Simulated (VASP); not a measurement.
Rb: single point with PBE

Rb:

```xyz
1
Lattice="-2.9545 2.9545 2.7308 2.9545 -2.9545 2.7308 2.9545 2.9545 -2.7308" Properties=species:S:1:pos:R:3 pbc="T T T"
Rb    0.0000    0.0000    0.0000
```

```
Program                : VASP 6.6.1
Task                   : single point
Functional             : PBE
Potentials or basis    : VASP PAW PBE potentials, release 64 (Rb_sv)
Cutoff                 : 520 eV
k mesh                 : 10 × 10 × 10
Occupations            : gaussian, width 0.05 eV
Spin                   : no spin polarisation
Dipole correction      : no
Further INCAR settings : ALGO = Normal; EDIFF = 1e-06; NBANDS = 10
```

- Pressure: -0.1 GPa

Levels at points of the mesh, in eV from the Fermi level:
| k point | band 2 | band 3 | band 4 | band 5 | band 6 | band 7 |
| --- | --- | --- | --- | --- | --- | --- |
| (0.00, 0.00, 0.00) | -12.96 | -12.96 | -12.96 | -1.89 | 3.40 | 3.81 |
| (0.50, 0.00, 0.00) | -13.04 | -12.99 | -12.96 | 0.32 | 0.83 | 2.47 |
| (0.50, 0.50, 0.00) | -13.04 | -12.98 | -12.96 | 0.17 | 0.66 | 2.88 |
| (0.50, 0.50, 0.50) | -13.02 | -13.02 | -13.01 | 1.21 | 1.39 | 2.91 |

It took 41 s on 1 thread of Intel(R) Xeon(R) Platinum 8488C (Sapphire Rapids) (shared host), peak memory 0.28 GiB.
